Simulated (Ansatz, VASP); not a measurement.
# One calculation of Os, two programs

INCAR

```
ALGO     = Fast           # electronic algorithm
EDIFF    = 1E-6           # SCF threshold, eV
ENCUT    = 520            # plane-wave cutoff, eV
GGA      = PE             # functional
ISIF     = 2              # what is computed and relaxed
ISMEAR   = 0              # smearing method
LASPH    = T              # aspherical terms in the spheres
LCHARG   = F              # write CHGCAR
LREAL    = F              # projectors in reciprocal space
LWAVE    = F              # write WAVECAR
NBANDS   = 15             # bands
NELM     = 80             # most SCF steps
PREC     = Accurate       # precision mode
SIGMA    = 0.15           # smearing width, eV
```

Contents of KPOINTS:

```
k-points
0
Gamma
  18 18 12
```

The input POSCAR:

```
Os
1.0
    2.8776402242      0.0000000000      0.0000000000
   -1.4388201121      2.2434905334      0.0000000000
    0.0000000000      0.0000000000      4.3197000000
Os
2
Direct
    0.3333333333      0.6666666667      0.2500000000
    0.6666666667      0.3333333333      0.7500000000
```

Input for Ansatz:

```yaml
crystal:
  lattice:
    - [2.8776402242, 0.0, 0.0]
    - [-1.4388201121, 2.2434905334, 0.0]
    - [0.0, 0.0, 4.3197]
  atoms:
    - { symbol: Os, position: [0.3333333333, 0.6666666667, 0.25] }
    - { symbol: Os, position: [0.6666666667, 0.3333333333, 0.75] }
basis:
  ecutwfc: 420
kpoints:
  mp_grid: { grid: [18, 18, 12] }
hamiltonian:
  xc: pbe
scf:
  occupations: { method: gaussian, width: 0.15 }
output:
  forces: true
  stress: true
  eigenvalues: true
```

Change from the starting cell: strain +0.0525 x Voigt [1, -1, 0, 0, 0, 0], atoms carried along.

Alike in both runs: task single point; functional PBE; k mesh 18 × 18 × 12; occupations gaussian, width 0.15 eV; no spin polarisation.

|  | VASP | Ansatz |
| --- | --- | --- |
| version | VASP 6.6.1 | Ansatz 0.2.0 |
| potentials or method | VASP PAW PBE potentials, release 64 (Os), cutoff 520 eV | scalar-relativistic, plane waves, PAW |
| valence electrons in the cell | 16 | 32 |

|  | VASP | Ansatz | Ansatz less VASP |
| --- | --- | --- | --- |
| gap on the k mesh at the Fermi level (eV) | none | none | - |
| pressure (GPa) | 13.3 | 13.2 | -0.08 |
| traceless stress, the component that is largest in VASP (GPa) | 27.22 | 27.37 | +0.144 |
| rms of the force components (eV/Å) | 0.197 | 0.202 | +0.0048 |

Atom by atom the forces differ by 0.005 eV/Å (rms over components). A gap of «none» marks a metal or a gap that the smearing closes. VASP's potentials hold 16 valence electrons a cell and Ansatz's 32, so a difference there can come from the potentials and not from the codes.

Neither program's run includes spin-orbit coupling.
